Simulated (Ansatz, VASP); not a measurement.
**SnO2: VASP beside Ansatz**

```
Sn O
1.0
     4.82751    0.00000    0.00000
     0.00000    4.82751    0.00000
     0.00000    0.00000    3.23820
Sn O
2 4
Direct
  0.00000 0.00000 0.00000
  0.50000 0.50000 0.50000
  0.30658 0.30658 0.00000
  0.19342 0.80658 0.50000
  0.69342 0.69342 0.00000
  0.80658 0.19342 0.50000
```

Alike in both runs: functional PBE; k mesh 8 × 8 × 12; no spin polarisation.

Ansatz relaxed the structure, and its values are those at the end. VASP's run is a single point on that final structure, the one shown.

```csv
,VASP,Ansatz
version,VASP 6.6.1,Ansatz 0.2.0
potentials or method,"VASP PAW PBE potentials, release 64 (Sn_d, O)","scalar-relativistic, plane waves, PAW"
plane-wave cutoff (eV),600,420
occupations,"gaussian, width 0.01 eV",fixed
valence electrons in the cell,52,52
```

```csv
,VASP,Ansatz,Ansatz less VASP
gap on the k mesh at the Fermi level (eV),0.67,0.68,+0.011
least direct gap on the mesh (eV),0.67,0.68,+0.011
pressure (GPa),0.4,0.0,-0.43
rms of the force components (eV/Å),0.008,0.000,-0.0076
```
